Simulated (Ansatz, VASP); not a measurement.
## One calculation of C, two programs

INCAR

```
SYSTEM = C
PREC = Accurate ; ENCUT = 520
EDIFF = 1E-6 ; ISMEAR = 0
SIGMA = 0.05 ; LREAL = .FALSE.
LASPH = .TRUE. ; NELM = 80
ALGO = Normal ; ISIF = 2
LWAVE = .FALSE. ; LCHARG = .FALSE.
GGA = PS ; NBANDS = 11
```

File KPOINTS:

```
Automatic mesh
0
G
  12 12 12
  0 0 0
```

Contents of POSCAR:

```
C
1.0
    0.0000000000      1.8547360000      1.7834000000
    1.8547360000      0.0000000000      1.7834000000
    1.8547360000      1.8547360000      0.0000000000
C
2
Direct
    0.5000000000      0.5000000000      0.5000000000
    0.7500000000      0.7500000000      0.7500000000
```

Input for Ansatz:

```yaml
crystal:
  lattice:
    - [0.0, 1.854736, 1.7834]
    - [1.854736, 0.0, 1.7834]
    - [1.854736, 1.854736, 0.0]
  atoms:
    - { symbol: C, position: [0.5, 0.5, 0.5] }
    - { symbol: C, position: [0.75, 0.75, 0.75] }
basis:
  ecutwfc: 420
kpoints:
  mp_grid: { grid: [12, 12, 12] }
hamiltonian:
  xc: pbesol
scf:
  occupations: { method: gaussian, width: 0.05 }
output:
  forces: true
  stress: true
  eigenvalues: true
```

Change from the starting cell: strain +0.040 along x and y, +0.000 along z, atoms carried along.

Alike in both runs: task single point; functional PBEsol; k mesh 12 × 12 × 12; occupations gaussian, width 0.05 eV; no spin polarisation.

|  | VASP | Ansatz |
| --- | --- | --- |
| version | VASP 6.6.1 | Ansatz 0.2.0 |
| potentials or method | VASP PAW PBE potentials, release 64 (C), cutoff 520 eV | scalar-relativistic, plane waves, PAW |
| valence electrons in the cell | 8 | 8 |

```tsv
	VASP	Ansatz	Ansatz less VASP
gap on the k mesh at the Fermi level (eV)	2.93	2.94	+0.007
least direct gap on the mesh (eV)	4.67	4.68	+0.003
pressure (GPa)	-33.3	-34.0	-0.68
traceless stress, the component that is largest in VASP (GPa)	21.16	21.17	+0.005
```

VASP's potentials were made for PBE, not for PBEsol. Both programs put the cell under strong tension, so it lies far from rest at this level.

Noted on VASP's run: the cell as given lies far from equilibrium.
